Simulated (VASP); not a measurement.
# InP: single point with PBE

InP:

```
In P
1.0
     5.54032    0.00000    0.00000
     0.00000   -5.54032    0.00000
     0.00000    0.00000   -5.54032
In P
4 4
Direct
  0.00000 0.00000 0.01083
  0.50000 0.50000 0.00000
  0.50000 0.00000 0.50000
  0.00000 0.50000 0.50000
  0.50000 0.00000 0.00000
  0.00000 0.50000 0.00000
  0.00000 0.00000 0.50000
  0.50000 0.50000 0.50000
```

This cell differs from its parent crystal: atom 1 (In) moved -0.060 Å along Cartesian [0 0 1].

```yaml
Program: VASP 6.6.1
Task: single point
Functional: PBE
Potentials_or_basis: VASP PAW PBE potentials, release 64 (In_d, P)
Cutoff: 520 eV
k_mesh: 12 × 12 × 12
Occupations: gaussian, width 0.15 eV
Spin: no spin polarisation
```

```json
{
  "Pressure": "0.0 GPa",
  "Largest force": "0.180 eV/Å",
  "Band gap on the k mesh": "zero (bands 36 and 37 overlap by 1.60 eV)"
}
```

Forces on the atoms (eV/Å):
```
In   0.000  0.000  0.180
In   0.000  0.000  0.006
In   0.000  0.000 -0.032
In   0.000  0.000 -0.032
P    0.000  0.000  0.014
P    0.000  0.000  0.014
P    0.000  0.000 -0.153
P    0.000  0.000  0.003
```

Stress tensor (GPa, compression positive):
```
-0.08  0.00  0.00
 0.00 -0.08  0.00
 0.00  0.00  0.03
```

Levels at points of the mesh, in eV from the Fermi level:
```tsv
k point	band 32	band 33	band 34	band 35	band 36	band 37	band 38	band 39	band 40	band 41
(0.00, 0.00, 0.00)	-2.35	-2.35	-2.35	-2.35	-2.32	-0.30	-0.30	-0.30	0.49	3.82
(0.50, 0.00, 0.00)	-3.19	-1.43	-1.43	-1.43	-1.43	1.01	1.02	2.36	2.36	4.56
(0.00, 0.00, 0.50)	-3.19	-1.45	-1.45	-1.41	-1.41	1.00	1.03	2.35	2.36	4.56
(0.50, 0.50, 0.00)	-2.87	-0.14	-0.14	-0.14	-0.14	2.28	2.28	2.28	2.29	4.36
(0.00, 0.50, 0.50)	-2.82	-0.17	-0.14	-0.14	-0.11	2.25	2.27	2.30	2.31	4.34
(0.50, 0.50, 0.50)	0.12	0.12	0.12	0.12	0.12	2.47	2.47	2.47	2.47	3.39
```

Run time: 55 min on 1 thread of Oxide Virtual Turin-like Processor, with other jobs on the host, peak memory 1 GiB.

Caveat: the cell differs from its parent crystal (atom 1 (In) moved -0.060 Å along Cartesian [0 0 1]); spin-orbit coupling is left out, which moves the levels of the heavy elements.
